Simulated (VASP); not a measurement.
Runs of VASP 6.6.1 on CoMo. The structure is that of space group P-6m2 (No. 187), or close to it. The cells are those of the table. 

```tsv
cell	gap on the mesh (eV)	pressure (GPa)
a = 2.502, b = 2.502, c = 3.884 Å, angles 90.0, 90.0, 120.0°, 2 atoms	none	(b)
a = 2.649, b = 2.649, c = 4.113 Å, angles 90.0, 90.0, 120.0°, 2 atoms	none	0.0
a = 2.695, b = 2.695, c = 4.184 Å, angles 90.0, 90.0, 120.0°, 2 atoms	none	-12.8
a = 2.782, b = 2.782, c = 4.319 Å, angles 90.0, 90.0, 120.0°, 2 atoms	none	-29.6
a = 2.739, b = 2.739, c = 4.252 Å, angles 90.0, 90.0, 120.0°, 2 atoms	none	(c)
a = 2.602, b = 2.602, c = 4.039 Å, angles 90.0, 90.0, 120.0°, 2 atoms	none	16.9
a = 2.415, b = 2.415, c = 3.750 Å, angles 90.0, 90.0, 120.0°, 2 atoms	none	139.0
a = 2.848, b = 2.848, c = 4.421 Å, angles 90.0, 90.0, 120.0°, 2 atoms	none	(a)
```

Alike in all rows: task single point; level LDA; potentials or basis VASP PAW LDA potentials, release 64 (Co, Mo_sv); no spin polarisation; k mesh 14 × 14 × 8; cutoff (eV) 520; smearing fermi-dirac 0.05 eV.

**Question.** Estimate the missing entries.

**Answer.** (a) -37.8; (b) 69.1; (c) -22.5.

A k mesh can miss the band edges, and the runs leave out spin-orbit coupling on Mo.

A gap of «none» marks levels without a gap at the run's occupations.
